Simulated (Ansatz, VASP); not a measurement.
# One calculation of Si3Sn, two programs

```
Si Sn
1.0
     3.56388    0.00000    0.00000
    -1.78194    3.08641    0.00000
     0.00000    0.00000    7.17323
Si Sn
3 1
Direct
  0.33333 0.66667 0.00000
  0.66667 0.33333 0.19444
  0.66667 0.33333 0.80556
  0.33333 0.66667 0.50000
```

Alike in both runs: functional PBE; k mesh 18 × 18 × 6; occupations gaussian, width 0.1 eV; no spin polarisation.

Ansatz relaxed the structure, and its values are those at the end. VASP's run is a single point on that final structure, the one shown.

```csv
,VASP,Ansatz
version,VASP 6.6.1,Ansatz 0.2.0
potentials or method,"VASP PAW PBE potentials, release 64 (Si, Sn_d), cutoff 520 eV","scalar-relativistic, plane waves, PAW"
valence electrons in the cell,26,26
```

VASP gave:

```
gap on the k mesh at the Fermi level (eV) : none
pressure (GPa)                            : 0.0
rms of the force components (eV/Å)        : 0.003
```

Estimate Ansatz's values.

gap on the k mesh at the Fermi level (eV): none; pressure (GPa): 0.0; rms of the force components (eV/Å): 0.001.

A gap of «none» marks a metal or a gap that the smearing closes. With one functional, cell and mesh, what is left measures potentials, basis and numerics.
